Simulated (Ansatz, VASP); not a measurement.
**One calculation of SiC, two programs**

File INCAR:

```
ALGO = Normal
EDIFF = 1E-6
ENCUT = 520
GGA = PE
ISIF = 2
ISMEAR = -1
LASPH = T
LCHARG = F
LREAL = F
LWAVE = F
NBANDS = 16
NELM = 100
PREC = Accurate
SIGMA = 0.08
```

File KPOINTS:

```
k-points
0
Gamma
  15 15 8
```

POSCAR

```
SiC
1.0
    3.0759982064      0.0000000000      0.0000000000
   -1.5379991032      2.6638925888      0.0000000000
    0.0000000000      0.0000000000      5.0984800000
Si C
2 2
Direct
    0.3333333333      0.6666666667      0.0000000000
    0.6666666667      0.3333333333      0.5000000000
    0.3333333333      0.6666666667      0.3850000000
    0.6666666667      0.3333333333      0.8850000000
```

Input for Ansatz:

```yaml
crystal:
  lattice:
    - [3.0759982064, 0.0, 0.0]
    - [-1.5379991032, 2.6638925888, 0.0]
    - [0.0, 0.0, 5.09848]
  atoms:
    - { symbol: Si, position: [0.3333333333, 0.6666666667, 0.0] }
    - { symbol: Si, position: [0.6666666667, 0.3333333333, 0.5] }
    - { symbol: C, position: [0.3333333333, 0.6666666667, 0.385] }
    - { symbol: C, position: [0.6666666667, 0.3333333333, 0.885] }
kpoints:
  mp_grid: { grid: [15, 15, 8] }
  band_path:
    path:
      - [0.0, 0.0, 0.0]
      - [0.5, 0.0, 0.0]
      - [0.3333333333, 0.3333333333, 0.0]
      - [0.0, 0.0, 0.0]
      - [0.0, 0.0, 0.5]
      - [0.5, 0.0, 0.5]
      - [0.3333333333, 0.3333333333, 0.5]
      - [0.0, 0.0, 0.5]
      - [0.5, 0.0, 0.5]
    npoints: 5
scf:
  occupations: { method: fermi_dirac, width: 0.08 }
hamiltonian:
  xc: pbe
  pseudopotentials: { kind: all_electron, lapw: { basis_error: 0.001 } }
output:
  forces: true
  stress: true
  eigenvalues: true
```

Change from the starting cell: zz strain of +1 %.

Alike in both runs: task single point; functional PBE; k mesh 15 × 15 × 8; occupations fermi-dirac, width 0.08 eV; no spin polarisation.

```csv
,VASP,Ansatz
version,VASP 6.6.1,Ansatz 0.2.0
potentials or method,"VASP PAW PBE potentials, release 64 (Si, C), cutoff 520 eV","all-electron LAPW, scalar-relativistic"
```

```tsv
	VASP	Ansatz	Ansatz less VASP
pressure (GPa)	1.7	1.8	+0.07
traceless stress, the component that is largest in VASP (GPa)	-6.27	-6.25	+0.027
rms of the force components (eV/Å)	0.463	0.463	-0.0003
```

Atom by atom the forces differ by 0.000 eV/Å (rms over components). Ansatz ran all-electron here, and VASP with PAW potentials.
